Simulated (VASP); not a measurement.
Wanted: the native input for a VASP 6.6.1 run.

| Item | Value |
| --- | --- |
| Task | single point |
| Functional | r2SCAN |
| Potentials or basis | VASP PAW PBE potentials, release 64 (Be, Te) |
| Cutoff | 660 eV |
| k mesh | 8 × 8 × 8 |
| Occupations | gaussian, width 0.05 eV |
| Spin | no spin polarisation |
| Dipole correction | no |
| Further INCAR settings | ALGO = Normal; EDIFF = 1e-06; NBANDS = 11 |

The system is BeTe.

```
Be Te
1.0
     0.00000    2.99160    2.77000
     2.99160    0.00000    2.77000
     2.99160    2.99160    0.00000
Be Te
1 1
Direct
  0.00000 0.00000 0.00000
  0.75000 0.75000 0.75000
```

This cell differs from its parent crystal: strain +0.080 along x and y, +0.000 along z.

The input as run:

POSCAR

```
BeTe
1.0
    0.0000000000      2.9916000000      2.7700000000
    2.9916000000      0.0000000000      2.7700000000
    2.9916000000      2.9916000000      0.0000000000
Be Te
1 1
Direct
    0.0000000000      0.0000000000      0.0000000000
    0.7500000000      0.7500000000      0.7500000000
```

INCAR.step1

```
ALGO = Normal
EDIFF = 1E-5
ENCUT = 660
GGA = PE
GGA_COMPAT = F
ISMEAR = 0
LASPH = T
LCHARG = F
LREAL = F
LWAVE = T
NBANDS = 11
NELM = 120
PREC = Accurate
SIGMA = 0.05
```

INCAR.step2

```
ALGO = Normal
EDIFF = 1E-6
ENCUT = 660
GGA_COMPAT = F
ISIF = 2
ISMEAR = 0
ISTART = 1
LASPH = T
LCHARG = F
LMIXTAU = T
LREAL = F
LWAVE = F
METAGGA = R2SCAN
NBANDS = 11
NELM = 120
PREC = Accurate
SIGMA = 0.05
```

KPOINTS

```
k-points
0
Gamma
  8 8 8
```

Potentials or basis: VASP PAW PBE potentials, release 64 (Be, Te).

Launch:

```console
$ cat potpaw_PBE.64/Be/POTCAR potpaw_PBE.64/Te/POTCAR > POTCAR
$ cp INCAR.step1 INCAR
$ mpirun -np 1 vasp_std > vasp.out
$ cp INCAR.step2 INCAR
$ mpirun -np 1 vasp_std > vasp.out
```

It gave:

```json
{
  "Pressure": "-4.5 GPa",
  "Band gap on the k mesh": "2.06 eV (least direct gap 3.46 eV)"
}
```

Caveat: the cell differs from its parent crystal (strain +0.080 along x and y, +0.000 along z); the cell stands under tension; the PAW data sets were made with another functional, which shifts forces and pressure a little; spin-orbit coupling is left out, which moves the levels of the heavy elements.

Run time: 2.3 min on 1 thread of Intel(R) Xeon(R) Platinum 8259CL CPU @ 2.50GHz (Skylake/Cascade Lake), on a shared host, peak memory 0.23 GiB.
